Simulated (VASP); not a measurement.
# Sn (I4/mmm) in VASP: notebook

The runs below take Sn through single point, with r2SCAN.

Everything below comes from runs of VASP 6.6.1. Logs are shortened: lines on timing, memory, paths and dates and some standing lists are left out, and cuts for length are marked.

## 1. The cell of the first run

The structure is tetragonal, space group I4/mmm (No. 139). The conventional cell has a = 4.058 Å, b = 4.058 Å, c = 3.322 Å, α = 90.00°, β = 90.00°, γ = 90.00°. Within 4.4 Å of Sn (site symmetry 4/mmm) lie 14 Sn at 3.32 to 4.06 Å.

## 2. Single point, r2SCAN

POSCAR reads:

```
Sn
1.0
   -2.0291894110      2.0291894110      1.6607599896
    2.0291894110     -2.0291894110      1.6607599896
    2.0291894110      2.0291894110     -1.6607599896
Sn
1
Direct
    0.0000000000      0.0000000000      0.0000000000
```

INCAR.step1 reads:

```
PREC     = Accurate       # precision mode
ENCUT    = 520            # plane-wave cutoff, eV
ISMEAR   = -1             # smearing method
SIGMA    = 0.05           # smearing width, eV
LREAL    = False          # projectors in reciprocal space
LASPH    = True           # aspherical terms in the spheres
NELM     = 100            # most SCF steps
NBANDS   = 13             # bands
GGA      = PE             # functional
ALGO     = Normal         # electronic algorithm
EDIFF    = 1E-4           # SCF threshold, eV
LWAVE    = True           # write WAVECAR
LCHARG   = False          # write CHGCAR
```

INCAR.step2 reads:

```
PREC     = Accurate       # precision mode
ENCUT    = 520            # plane-wave cutoff, eV
EDIFF    = 1E-6           # SCF threshold, eV
ISMEAR   = -1             # smearing method
SIGMA    = 0.05           # smearing width, eV
LREAL    = False          # projectors in reciprocal space
LASPH    = True           # aspherical terms in the spheres
NELM     = 100            # most SCF steps
ALGO     = Normal         # electronic algorithm
ISIF     = 2              # what is computed and relaxed
LWAVE    = False          # write WAVECAR
LCHARG   = False          # write CHGCAR
METAGGA  = R2SCAN         # meta-GGA
LMIXTAU  = True         
NBANDS   = 13             # bands
ISTART   = 1
```

KPOINTS reads:

```
Automatic mesh
0
Gamma
  10 10 10
```

Potentials or basis: VASP PAW PBE potentials, release 64 (Sn_d).

Run with:

```sh
cat potpaw_PBE.64/Sn_d/POTCAR > POTCAR
cp INCAR.step1 INCAR
mpirun -np 1 vasp_std > vasp.out
cp INCAR.step2 INCAR
mpirun -np 1 vasp_std > vasp.out
```

OUTCAR:

```text
PREC = Accurate
   ENCUT = 520
   EDIFF = 1E-6
   ISMEAR = -1
   LREAL = False
   LASPH = True
   NELM = 100
   ISIF = 2
   METAGGA = R2SCAN
   ISTART = 1

 ion  position               nearest neighbor table
   1  0.000  0.000  0.000-

  LATTYP: Found a body centered tetragonal cell.
 ALAT       =     4.0583788220
 C/A-ratio  =     0.8184351745

  Lattice vectors:

 A1 = (  -2.0291894110,   2.0291894110,   1.6607599896)
 A2 = (   2.0291894110,  -2.0291894110,   1.6607599896)
 A3 = (   2.0291894110,   2.0291894110,  -1.6607599896)

Analysis of symmetry for initial positions (statically):
=====================================================================
 Subroutine PRICEL returns:
 Original cell was already a primitive cell.

 Routine SETGRP: Setting up the symmetry group for a
 body centered tetragonal supercell.

 Subroutine GETGRP returns: Found 16 space group operations
 (whereof 16 operations were pure point group operations)
 out of a pool of 16 trial point group operations.

The static configuration has the point symmetry D_4h.

Analysis of symmetry for dynamics (positions and initial velocities):
=====================================================================
 Subroutine PRICEL returns:
 Original cell was already a primitive cell.

 Routine SETGRP: Setting up the symmetry group for a
 body centered tetragonal supercell.

 Subroutine GETGRP returns: Found 16 space group operations
 (whereof 16 operations were pure point group operations)
 out of a pool of 16 trial point group operations.

The dynamic configuration has the point symmetry D_4h.

 Subroutine INISYM returns: Found 16 space group operations
 (whereof 16 operations are pure point group operations),
 and found     1 'primitive' translations

----------------------------------------------------------------------------------------

                                     Primitive cell

  volume of cell :      27.3534

  direct lattice vectors                    reciprocal lattice vectors
    -2.029189411  2.029189411  1.660759990     0.000000000  0.246403809  0.301066983
     2.029189411 -2.029189411  1.660759990     0.246403809  0.000000000  0.301066983
     2.029189411  2.029189411 -1.660759990     0.246403809  0.246403809  0.000000000

  length of vectors
     3.315621069  3.315621069  3.315621069     0.389045197  0.389045197  0.348467608

  position of ions in fractional coordinates (direct lattice)
     0.000000000  0.000000000  0.000000000

  ion indices of the primitive-cell ions
   primitive index   ion index
                 1           1

----------------------------------------------------------------------------------------

 KPOINTS: Automatic mesh

Automatic generation of k-mesh.
 Grid dimensions read from file:
 generate k-points for:   10   10   10

 Generating k-lattice:

  Cartesian coordinates                     Fractional coordinates (reciprocal lattice)
     0.000000000  0.024640381  0.030106698     0.100000000 -0.000000000  0.000000000
     0.024640381  0.000000000  0.030106698    -0.000000000  0.100000000  0.000000000
     0.024640381  0.024640381  0.000000000     0.000000000  0.000000000  0.100000000

  Length of vectors
     0.038904520  0.038904520  0.034846761

  Shift w.r.t. Gamma in fractional coordinates (k-lattice)
     0.000000000  0.000000000  0.000000000

 Subroutine IBZKPT returns following result:
 ===========================================

 Found    102 irreducible k-points:

 Following reciprocal coordinates:
            Coordinates               Weight
  0.000000  0.000000  0.000000      1.000000
  0.100000  0.000000  0.000000      8.000000
  0.200000  0.000000  0.000000      8.000000
  0.300000  0.000000  0.000000      8.000000
  0.400000  0.000000  0.000000      8.000000
  0.500000  0.000000  0.000000      4.000000
[... 16 lines left out ...]
  0.300000  0.300000  0.000000      8.000000
  0.400000  0.300000  0.000000     16.000000
 [... further k-points ...]
   k-points           NKPTS =    102   k-points in BZ     NKDIM =    102   number of bands    NBANDS=     13
   number of dos      NEDOS =    301   number of ions     NIONS =      1
   total plane-waves  NPLWV =  21952
   dimension x,y,z NGX =    28 NGY =   28 NGZ =   28
   dimension x,y,z NGXF=    56 NGYF=   56 NGZF=   56
   ions per type =               1
   NGX,Y,Z   is equivalent  to a cutoff of  14.04, 14.04, 14.04 a.u.
   NGXF,Y,Z  is equivalent  to a cutoff of  28.08, 28.08, 28.08 a.u.
 SYSTEM =  unknown system
   PREC   = accura    normal or accurate (medium, high low for compatibility)
   ISTART =      1    job   : 0-new  1-cont  2-samecut
   ICHARG =      0    charge: 1-file 2-atom 10-const
   ISPIN  =      1    spin polarized calculation?
   LNONCOLLINEAR =      F non collinear calculations
   LSORBIT =      F    spin-orbit coupling
   LASPH  =      T    aspherical Exc in radial PAW
   ENCUT  =  520.0 eV  38.22 Ry    6.18 a.u.   6.16  6.16  6.16*2*pi/ulx,y,z
   NELM   =    100;   NELMIN=  2; NELMDL=  0     # of ELM steps
   EDIFF  = 0.1E-05   stopping-criterion for ELM
   LREAL  =      F    real-space projection
   EDIFFG = 0.1E-04   stopping-criterion for IOM
   NSW    =      0    number of steps for IOM
   IBRION =     -1    ionic relax: 0-MD 1-quasi-New 2-CG
   NFREE  =      0    steps in history (QN), initial steepest desc. (CG)
   ISIF   =      2    stress and relaxation
   ISYM   =      2    0-nonsym 1-usesym 2-fastsym
   POTIM  = 0.5000    time-step for ionic-motion
   TEBEG  =    0.0;   TEEND  =   0.0 temperature during run
   PSTRESS=    0.0 pullay stress
   NELECT =      14.0000    total number of electrons
   NUPDOWN=      -1.0000    fix difference up-down
   EMIN   =  10.00;   EMAX   =-10.00  energy-range for DOS
   EFERMI =   0.00;   METHOD = LEGACY
   ISMEAR =    -1;   SIGMA  =   0.05  broadening in eV -4-tet -1-fermi 0-gaus
   EFERMI_NEDOS =   21; number of points for ismear=-14 and -15
   IALGO  =     38    algorithm
   IMIX   =      4    mixing-type and parameters
     AMIX     =   0.40;   BMIX     =  1.00
     AMIX_MAG =   1.60;   BMIX_MAG =  1.00
  volume/ion in A,a.u.               =      27.35       184.59
  Fermi-wavevector in a.u.,A,eV,Ry     =   1.309524  2.474642 23.331997  1.714853
  Thomas-Fermi vector in A             =   2.440117
   LORBIT       =      0    0 simple, 1 ext, 2 COOP (PROOUT), +10 PAW based schemes
   METAGGA = R2SCAN    functional components
   LHFCALC =     F    Hartree Fock is set to
   AEXX    =    0.0000 exact exchange contribution
   IVDW    =     0    specifies the selected vdW correction
   LEPSILON=     F    determine dielectric tensor
   LRPA    =     F    only Hartree local field effects (RPA)
 non-spin polarized calculation
  energy-cutoff  :      520.00
  volume of cell :       27.35
 maximum number of plane-waves:       754
 NGX is ok and might be reduce to    28
   NGX = 13   NGY = 13   NGZ = 13

 number of electron      14.0000001 magnetization

 Free energy of the ion-electron system (eV)
  ---------------------------------------------------
  ext. energy  EPLUGINS =         0.00000000
  ---------------------------------------------------
  free energy    TOTEN  =       -24.51406783 eV

  energy without entropy =      -24.50973945  energy(sigma->0) =      -24.51190364

 E-fermi :   7.8930     XC(G=0): -11.2164

 val. band max:        7.8930020052   @ k =  -0.2000   0.4000   0.1000
 cond. band min:       7.9072914677   @ k =  -0.2000  -0.3000   0.2000
 fundamental gap:      0.0142894625
 Fermi energy:         7.8930275671

 k-point     1 :       0.0000    0.0000    0.0000
  band No.  band energies     occupation
      1     -14.3470      2.00000
      2     -14.2643      2.00000
      3     -14.2643      2.00000
      4     -14.2604      2.00000
      5     -14.1366      2.00000
      6      -3.6871      2.00000
      7      15.0850      0.00000
      8      15.0850      0.00000
      9      17.8694      0.00000
     10      18.5430      0.00000
     11      20.2311      0.00000
     12      21.2255      0.00000
     13      21.2255      0.00000

 k-point     2 :       0.1000    0.0000    0.0000
  band No.  band energies     occupation
      1     -14.3369      2.00000
      2     -14.2654      2.00000
      3     -14.2603      2.00000
      4     -14.2466      2.00000
      5     -14.1423      2.00000
      6      -3.4357      2.00000
      7      14.3159      0.00000
      8      14.4818      0.00000
      9      16.2329      0.00000
     10      19.1283      0.00000
     11      19.5728      0.00000
     12      20.2473      0.00000
     13      21.2613      0.00000

 k-point     3 :       0.2000    0.0000    0.0000
  band No.  band energies     occupation
      1     -14.3333      2.00000
      2     -14.2719      2.00000
      3     -14.2264      2.00000
      4     -14.2092      2.00000
      5     -14.1559      2.00000
      6      -2.6793      2.00000
      7      12.1645      0.00000
      8      13.0687      0.00000
      9      14.1706      0.00000
     10      17.7986      0.00000
     11      18.0231      0.00000
     12      21.6919      0.00000
     13      22.1186      0.00000
[... 305 lines left out ...]
 k-point    23 :       0.3000    0.3000    0.0000
  band No.  band energies     occupation
      1     -14.3338      2.00000
      2     -14.2420      2.00000
      3     -14.1832      2.00000
      4     -14.1724      2.00000
      5     -14.1155      2.00000
      6       2.6759      2.00000
      7       4.7167      2.00000
      8       6.3458      2.00000
      9      11.9594      0.00000
     10      17.4520      0.00000
     11      18.9583      0.00000
     12      24.2060      0.00000
     13      24.8044      0.00000

 k-point    24 :       0.4000    0.3000    0.0000
  band No.  band energies     occupation
      1     -14.3172      2.00000
      2     -14.2296      2.00000
      3     -14.2011      2.00000
      4     -14.1686      2.00000
      5     -14.1453      2.00000
      6       1.6840      2.00000
      7       5.2248      2.00000
      8       6.7705      2.00000
      9      12.6316      0.00000
     10      17.6072      0.00000
     11      19.9150      0.00000
     12      24.7638      0.00000
     13      25.2125      0.00000

 [... further k-points ...]

------------------------ aborting loop because EDIFF is reached ----------------------------------------

  FORCE on cell =-STRESS in cart. coord.  units (eV):
  Direction    XX          YY          ZZ          XY          YZ          ZX
  --------------------------------------------------------------------------------------
  -------------------------------------------------------------------------------------
  Total       -0.1223642     -0.1223642     -0.0085068      0.0000000     -0.0000000      0.0000000
  in kB       -7.1672567     -7.1672567     -0.4982678      0.0000000     -0.0000000      0.0000000
  external PRESSURE =      -4.9442604 kB  Pullay stress =       0.0000000 kB

 VOLUME and BASIS-vectors are now :
 -----------------------------------------------------------------------------
  energy-cutoff  :      520.00
  volume of cell :       27.35
      direct lattice vectors                 reciprocal lattice vectors
    -2.029189411  2.029189411  1.660759990     0.000000000  0.246403809  0.301066983
     2.029189411 -2.029189411  1.660759990     0.246403809  0.000000000  0.301066983
     2.029189411  2.029189411 -1.660759990     0.246403809  0.246403809  0.000000000

 POSITION                                       TOTAL-FORCE (eV/Angst)
 -----------------------------------------------------------------------------------
      0.00000      0.00000      0.00000        -0.000000      0.000000      0.000000
 -----------------------------------------------------------------------------------
    total drift:                               -0.000000     -0.000000     -0.000000

  FREE ENERGIE OF THE ION-ELECTRON SYSTEM (eV)
  ---------------------------------------------------
  free  energy   TOTEN  =       -24.5140678271 eV

  energy  without entropy=      -24.5097394490  energy(sigma->0) =      -24.51190364
```

It took 65 s on 1 thread of Intel Xeon 6975P-C (Granite Rapids), shared host; peak memory 0.18 GiB.

Results:

```yaml
Free_energy: -24.5141 eV
Pressure: -0.5 GPa
Band_gap_on_the_k_mesh: zero (bands 7 and 8 overlap by 9.29 eV)
```

Levels at points of the mesh, in eV from the Fermi level:
```tsv
k point	band 4	band 5	band 6	band 7	band 8	band 9	band 10	band 11
(0.00, 0.00, 0.00)	-22.15	-22.03	-11.58	7.19	7.19	9.98	10.65	12.34
(0.50, 0.00, 0.00)	-22.00	-21.98	-5.91	-4.41	3.20	4.69	7.70	7.84
(0.50, 0.50, 0.00)	-22.08	-21.99	-7.57	-4.90	6.15	8.28	10.99	11.54
(0.50, 0.50, 0.50)	-22.00	-21.97	-3.32	-1.73	-1.73	2.69	3.50	6.49
```

Caveat: the PAW data sets were made with another functional, which shifts forces and pressure a little; spin-orbit coupling is left out, which moves the levels of the heavy elements.

(Continued in part 2 of 2.)
